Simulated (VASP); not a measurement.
A run of VASP 6.6.1:

Contents of INCAR:

```
SYSTEM = Ge
PREC = Accurate
ENCUT = 520
EDIFF = 1E-6
ISMEAR = -1
SIGMA = 0.05
LREAL = .False.
LASPH = .True.
NELM = 150
ALGO = Normal
ISIF = 2
LWAVE = .False.
LCHARG = .False.
MAGMOM = 0 0 0 0 0 0
LORBIT = 11
LSORBIT = .True.
GGA_COMPAT = .False.
LORBMOM = .True.
GGA = PS
NBANDS = 40
```

Contents of KPOINTS:

```
Automatic mesh
0
Gamma
  8 8 8
  0 0 0
```

File POSCAR:

```
Ge
1.0
    0.0000000000      2.8289100000      2.8289100000
    2.8289100000      0.0000000000      2.8289100000
    2.8289100000      2.8289100000      0.0000000000
Ge
2
Direct
    0.7500000000      0.7500000000      0.7500000000
    0.5000000000      0.5000000000      0.5000000000
```

Potentials or basis: VASP PAW PBE potentials, release 64 (Ge_d).

Command:

```console
$ cat potpaw_PBE.64/Ge_d/POTCAR > POTCAR
$ mpirun -np 1 vasp_ncl > vasp.out
```

Hardware: 1 thread of Intel(R) Xeon(R) 6975P-C (Granite Rapids), on a shared host.

Question: Estimate the wall time of this run.

Answer: Run time: 53 s on 1 thread of Intel(R) Xeon(R) 6975P-C (Granite Rapids) (shared host), peak memory 0.3 GiB. Counts: scf iterations 12, k points 29.
